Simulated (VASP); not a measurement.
# Ag2Sb2Ru (I4/mmm) in VASP: single point with r2SCAN

Aim: the single point of Ag2Sb2Ru with r2SCAN.

Everything below comes from runs of VASP 6.6.1. Logs are shortened: lines on timing, memory, paths and dates and some standing lists are left out, and cuts for length are marked.

## 1. The cell of the first run

The structure is tetragonal, space group I4/mmm (No. 139). The conventional cell has a = 4.457 Å, b = 4.457 Å, c = 10.524 Å, α = 90.00°, β = 90.00°, γ = 90.00°. Within 4.5 Å of Ru (site symmetry 4/mmm) lie 10 Sb at 3.38 to 4.04 Å and 8 Ag at 3.45 Å and 4 Ru at 4.46 Å. Ag (site symmetry -4m2) has 4 Sb at 2.64 Å and 4 Ag at 3.15 Å and 4 Ru at 3.45 Å within 3.5 Å. Sb (site symmetry 4mm) has 1 Sb at 2.44 Å and 4 Ag at 2.64 Å within 3.2 Å.

## 2. Single point, r2SCAN

The input, POSCAR:

```
Ag2Sb2Ru
1.0
    0.0000000000      4.4572187900      0.0000000000
    4.4572187900      0.0000000000      0.0000000000
    2.2286088900      2.2286088900     -5.2620845500
Ru Ag Sb
1 2 2
Direct
    0.0000000000      0.0000000000      0.0000000000
    0.7500000000      0.2500000000      0.5000000000
    0.2500000000      0.7500000000      0.5000000000
    0.3842000000      0.3842000000      0.2316000000
    0.6158000000      0.6158000000      0.7684000000
```

The input, INCAR.step1:

```
SYSTEM = Ag2Sb2Ru
ALGO = Normal ; EDIFF = 1E-4
ENCUT = 520 ; GGA = PE
ISMEAR = -1 ; LASPH = .TRUE.
LCHARG = .FALSE. ; LREAL = .FALSE.
LWAVE = .TRUE. ; NBANDS = 31
NELM = 80 ; PREC = Accurate
SIGMA = 0.1
```

The input, INCAR.step2:

```
SYSTEM = Ag2Sb2Ru
ALGO = Normal ; EDIFF = 1E-6
ENCUT = 520 ; ISIF = 2
ISMEAR = -1 ; ISTART = 1
LASPH = .TRUE. ; LCHARG = .TRUE.
LELF = .TRUE. ; LMIXTAU = .TRUE.
LREAL = .FALSE. ; LVHAR = .TRUE.
LWAVE = .FALSE. ; METAGGA = R2SCAN
NBANDS = 31 ; NELM = 80
PREC = Accurate ; SIGMA = 0.1
```

The input, KPOINTS:

```
k-points
0
G
  8 8 8
  0 0 0
```

Potentials or basis: VASP PAW PBE potentials, release 64 (Ru_pv, Ag, Sb).

The run is started by

```sh
$ cat potpaw_PBE.64/Ru_pv/POTCAR potpaw_PBE.64/Ag/POTCAR potpaw_PBE.64/Sb/POTCAR > POTCAR
$ cp INCAR.step1 INCAR
$ mpirun -np 1 vasp_std > vasp.out
$ cp INCAR.step2 INCAR
$ mpirun -np 1 vasp_std > vasp.out
```

OUTCAR:

```text
SYSTEM = Ag2Sb2Ru
   EDIFF = 1E-6
   ENCUT = 520
   ISIF = 2
   ISMEAR = -1
   ISTART = 1
   LASPH = .TRUE.
   LREAL = .FALSE.
   METAGGA = R2SCAN
   NELM = 80
   PREC = Accurate

 ion  position               nearest neighbor table
   1  0.000  0.000  0.000-   4 3.38   5 3.38   5 3.38   5 3.38   4 3.38   4 3.38   5 3.38   4 3.38
                             3 3.45   2 3.45   3 3.45   2 3.45   2 3.45   3 3.45   3 3.45   2 3.45
   2  0.750  0.250  0.500-   4 2.64   5 2.64   4 2.64   5 2.64   3 3.15   3 3.15   3 3.15   3 3.15
                             1 3.45   1 3.45   1 3.45   1 3.45
   3  0.250  0.750  0.500-   4 2.64   5 2.64   4 2.64   5 2.64   2 3.15   2 3.15   2 3.15   2 3.15
                             1 3.45   1 3.45   1 3.45   1 3.45
   4  0.384  0.384  0.232-   5 2.44   3 2.64   2 2.64   3 2.64   2 2.64   1 3.38   1 3.38   1 3.38
                             1 3.38
   5  0.616  0.616  0.768-   4 2.44   3 2.64   2 2.64   2 2.64   3 2.64   1 3.38   1 3.38   1 3.38
                             1 3.38

  LATTYP: Found a body centered tetragonal cell.
 ALAT       =     4.4572187900
 C/A-ratio  =     2.3611515602

  Lattice vectors:

 A1 = (  -2.2286088900,   2.2286099000,   5.2620845500)
 A2 = (   2.2286099000,  -2.2286088900,   5.2620845500)
 A3 = (   2.2286088900,   2.2286088900,  -5.2620845500)

Analysis of symmetry for initial positions (statically):
=====================================================================
 Subroutine PRICEL returns:
 Original cell was already a primitive cell.

 Routine SETGRP: Setting up the symmetry group for a
 body centered tetragonal supercell.

 Subroutine GETGRP returns: Found 16 space group operations
 (whereof 16 operations were pure point group operations)
 out of a pool of 16 trial point group operations.

The static configuration has the point symmetry D_4h.

Analysis of symmetry for dynamics (positions and initial velocities):
=====================================================================
 Subroutine PRICEL returns:
 Original cell was already a primitive cell.

 Routine SETGRP: Setting up the symmetry group for a
 body centered tetragonal supercell.

 Subroutine GETGRP returns: Found 16 space group operations
 (whereof 16 operations were pure point group operations)
 out of a pool of 16 trial point group operations.

The dynamic configuration has the point symmetry D_4h.

 Subroutine INISYM returns: Found 16 space group operations
 (whereof 16 operations are pure point group operations),
 and found     1 'primitive' translations

----------------------------------------------------------------------------------------

                                     Primitive cell

  volume of cell :     104.5408

  direct lattice vectors                    reciprocal lattice vectors
     0.000000000  4.457218790  0.000000000     0.000000000  0.224355152  0.095019356
     4.457218790  0.000000000  0.000000000     0.224355152  0.000000000  0.095019356
     2.228608890  2.228608890 -5.262084550     0.000000000  0.000000000 -0.190038756

  length of vectors
     4.457218790  4.457218790  6.133753254     0.243647106  0.243647106  0.190038756

  position of ions in fractional coordinates (direct lattice)
     0.000000000  0.000000000  0.000000000
     0.750000000  0.250000000  0.500000000
     0.250000000  0.750000000  0.500000000
     0.384200000  0.384200000  0.231600000
     0.615800000  0.615800000  0.768400000

  ion indices of the primitive-cell ions
   primitive index   ion index
                 1           1
                 2           2
                 3           3
                 4           4
                 5           5

----------------------------------------------------------------------------------------

 KPOINTS: k-points

Automatic generation of k-mesh.
 Grid dimensions read from file:
 generate k-points for:    8    8    8

 Generating k-lattice:

  Cartesian coordinates                     Fractional coordinates (reciprocal lattice)
     0.000000000  0.028044394  0.011877420     0.125000000  0.000000000  0.000000000
     0.028044394  0.000000000  0.011877420     0.000000000  0.125000000  0.000000000
     0.000000000  0.000000000 -0.023754844     0.000000000  0.000000000  0.125000000

  Length of vectors
     0.030455888  0.030455888  0.023754844

  Shift w.r.t. Gamma in fractional coordinates (k-lattice)
     0.000000000  0.000000000  0.000000000

 Subroutine IBZKPT returns following result:
 ===========================================

 Found     59 irreducible k-points:

 Following reciprocal coordinates:
            Coordinates               Weight
  0.000000  0.000000  0.000000      1.000000
  0.125000  0.000000  0.000000      8.000000
  0.250000  0.000000  0.000000      8.000000
  0.375000  0.000000  0.000000      8.000000
  0.500000  0.000000  0.000000      4.000000
  0.125000  0.125000  0.000000      8.000000
[... 16 lines left out ...]
  0.250000  0.000000  0.125000      4.000000
  0.375000  0.000000  0.125000      8.000000
 [... further k-points ...]
   k-points           NKPTS =     59   k-points in BZ     NKDIM =     59   number of bands    NBANDS=     31
   number of dos      NEDOS =    301   number of ions     NIONS =      5
   total plane-waves  NPLWV =  62208
   dimension x,y,z NGX =    36 NGY =   36 NGZ =   48
   dimension x,y,z NGXF=    72 NGYF=   72 NGZF=   96
   ions per type =               1   2   2
   NGX,Y,Z   is equivalent  to a cutoff of  13.43, 13.43, 13.01 a.u.
   NGXF,Y,Z  is equivalent  to a cutoff of  26.85, 26.85, 26.02 a.u.
 SYSTEM =  Ag2Sb2Ru
   PREC   = accura    normal or accurate (medium, high low for compatibility)
   ISTART =      1    job   : 0-new  1-cont  2-samecut
   ICHARG =      0    charge: 1-file 2-atom 10-const
   ISPIN  =      1    spin polarized calculation?
   LNONCOLLINEAR =      F non collinear calculations
   LSORBIT =      F    spin-orbit coupling
   LASPH  =      T    aspherical Exc in radial PAW
   ENCUT  =  520.0 eV  38.22 Ry    6.18 a.u.   8.29  8.29 11.40*2*pi/ulx,y,z
   NELM   =     80;   NELMIN=  2; NELMDL=  0     # of ELM steps
   EDIFF  = 0.1E-05   stopping-criterion for ELM
   LREAL  =      F    real-space projection
   EDIFFG = 0.1E-04   stopping-criterion for IOM
   NSW    =      0    number of steps for IOM
   IBRION =     -1    ionic relax: 0-MD 1-quasi-New 2-CG
   NFREE  =      0    steps in history (QN), initial steepest desc. (CG)
   ISIF   =      2    stress and relaxation
   ISYM   =      2    0-nonsym 1-usesym 2-fastsym
   POTIM  = 0.5000    time-step for ionic-motion
   TEBEG  =    0.0;   TEEND  =   0.0 temperature during run
   PSTRESS=    0.0 pullay stress
   NELECT =      46.0000    total number of electrons
   NUPDOWN=      -1.0000    fix difference up-down
   EMIN   =  10.00;   EMAX   =-10.00  energy-range for DOS
   EFERMI =   0.00;   METHOD = LEGACY
   ISMEAR =    -1;   SIGMA  =   0.10  broadening in eV -4-tet -1-fermi 0-gaus
   EFERMI_NEDOS =   21; number of points for ismear=-14 and -15
   IALGO  =     38    algorithm
   IMIX   =      4    mixing-type and parameters
     AMIX     =   0.40;   BMIX     =  1.00
     AMIX_MAG =   1.60;   BMIX_MAG =  1.00
  volume/ion in A,a.u.               =      20.91       141.10
  Fermi-wavevector in a.u.,A,eV,Ry     =   1.245180  2.353049 21.095475  1.550474
  Thomas-Fermi vector in A             =   2.379414
   LORBIT       =      0    0 simple, 1 ext, 2 COOP (PROOUT), +10 PAW based schemes
   METAGGA = R2SCAN    functional components
   LHFCALC =     F    Hartree Fock is set to
   AEXX    =    0.0000 exact exchange contribution
   IVDW    =     0    specifies the selected vdW correction
   LEPSILON=     F    determine dielectric tensor
   LRPA    =     F    only Hartree local field effects (RPA)
 non-spin polarized calculation
  energy-cutoff  :      520.00
  volume of cell :      104.54
 maximum number of plane-waves:      2837
 NGX is ok and might be reduce to    36
   NGX = 17   NGY = 17   NGZ = 23

 number of electron      46.0000000 magnetization

 Free energy of the ion-electron system (eV)
  ---------------------------------------------------
  ext. energy  EPLUGINS =         0.00000000
  ---------------------------------------------------
  free energy    TOTEN  =      -113.95560991 eV

  energy without entropy =     -113.80140366  energy(sigma->0) =     -113.87850678

 E-fermi :   8.9036     XC(G=0): -11.8151

 val. band max:        8.8950582643   @ k =  -0.3750  -0.3750   0.1250
 cond. band min:       8.9278845134   @ k =   0.2500   0.0000   0.0000
 fundamental gap:      0.0328262492
 Fermi energy:         8.9036036733

 k-point     1 :       0.0000    0.0000    0.0000
  band No.  band energies     occupation
      1     -34.0378      2.00000
      2     -33.9070      2.00000
      3     -33.9070      2.00000
      4      -4.4041      2.00000
      5      -1.1363      2.00000
      6       1.1374      2.00000
[... 23 lines left out ...]
     30      15.6139      0.00000
     31      15.6139      0.00000

 k-point     2 :       0.1250    0.0000    0.0000
  band No.  band energies     occupation
      1     -34.0378      2.00000
      2     -33.9072      2.00000
      3     -33.9070      2.00000
      4      -4.3218      2.00000
      5      -1.1648      2.00000
      6       1.2371      2.00000
[... 23 lines left out ...]
     30      15.0448      0.00000
     31      15.0924      0.00000

 k-point     3 :       0.2500    0.0000    0.0000
  band No.  band energies     occupation
      1     -34.0378      2.00000
      2     -33.9077      2.00000
      3     -33.9070      2.00000
      4      -4.1069      2.00000
      5      -1.2396      2.00000
      6       1.5018      2.00000
[... 703 lines left out ...]
     30      14.0525      0.00000
     31      15.1322      0.00000

 k-point    24 :       0.3750    0.0000    0.1250
  band No.  band energies     occupation
      1     -34.0377      2.00000
      2     -33.9082      2.00000
      3     -33.9069      2.00000
      4      -3.9228      2.00000
      5      -1.1859      2.00000
      6       1.7865      2.00000
[... 23 lines left out ...]
     30      13.5186      0.00000
     31      15.4951      0.00000

 [... further k-points ...]

------------------------ aborting loop because EDIFF is reached ----------------------------------------

  FORCE on cell =-STRESS in cart. coord.  units (eV):
  Direction    XX          YY          ZZ          XY          YZ          ZX
  --------------------------------------------------------------------------------------
  -------------------------------------------------------------------------------------
  Total        2.6106530      2.6106530     14.2377792      0.0000000      0.0000014      0.0000014
  in kB       40.0105021     40.0105021    218.2062118      0.0000000      0.0000209      0.0000209
  external PRESSURE =      99.4090720 kB  Pullay stress =       0.0000000 kB

 VOLUME and BASIS-vectors are now :
 -----------------------------------------------------------------------------
  energy-cutoff  :      520.00
  volume of cell :      104.54
      direct lattice vectors                 reciprocal lattice vectors
     0.000000000  4.457218790  0.000000000     0.000000000  0.224355152  0.095019356
     4.457218790  0.000000000  0.000000000     0.224355152  0.000000000  0.095019356
     2.228608890  2.228608890 -5.262084550     0.000000000  0.000000000 -0.190038756

 POSITION                                       TOTAL-FORCE (eV/Angst)
 -----------------------------------------------------------------------------------
      0.00000      0.00000      0.00000        -0.000000     -0.000000      0.000000
      2.22861      4.45722     -2.63104         0.000000      0.000000     -0.000000
      4.45722      2.22861     -2.63104        -0.000000     -0.000000      0.000000
      2.22861      2.22861     -1.21870        -0.000000     -0.000000     -1.568621
      4.45722      4.45722     -4.04339         0.000000      0.000000      1.568621
 -----------------------------------------------------------------------------------
    total drift:                                0.000000      0.000000     -0.000000

  FREE ENERGIE OF THE ION-ELECTRON SYSTEM (eV)
  ---------------------------------------------------
  free  energy   TOTEN  =      -113.9556099096 eV

  energy  without entropy=     -113.8014036565  energy(sigma->0) =     -113.87850678
```

Run time: 16 min. Hardware: 1 thread of Intel Xeon 8259CL, shared host; peak memory 0.38 GiB.

Results:

| Quantity | Value |
| --- | --- |
| Free energy | -113.9556 eV |
| Pressure | 9.9 GPa |
| Largest force | 1.569 eV/Å |
| Band gap on the k mesh | zero (bands 23 and 24 overlap by 0.35 eV) |

Forces in eV/Å, atoms in the order of the input:
```
Ru   0.000  0.000  0.000
Ag   0.000  0.000  0.000
Ag   0.000  0.000  0.000
Sb   0.000  0.000 -1.569
Sb   0.000  0.000  1.569
```

Stress tensor (GPa, compression positive):
```
 4.00  0.00  0.00
 0.00  4.00  0.00
 0.00  0.00 21.82
```

Levels at points of the mesh, in eV from the Fermi level:
```csv
k point,band 20,band 21,band 22,band 23,band 24,band 25,band 26,band 27
"(0.00, 0.00, 0.00)",-0.91,-0.91,-0.69,-0.40,0.65,0.65,0.79,2.35
"(0.50, 0.00, 0.00)",-0.76,-0.66,-0.48,-0.38,0.58,1.14,2.20,2.35
"(0.50, 0.50, 0.00)",-2.54,-0.52,-0.33,-0.13,0.31,1.02,1.36,1.48
"(0.00, 0.00, 0.50)",-0.73,-0.62,-0.62,-0.17,0.38,1.52,2.45,2.45
```

Caveat: the stress differs along the axes, from 4 to 22 GPa; the PAW data sets were made with another functional, which shifts forces and pressure a little; spin-orbit coupling is left out, which moves the levels of the heavy elements.

The gap in the log of VASP goes by the Fermi energy; the results here count the filled bands.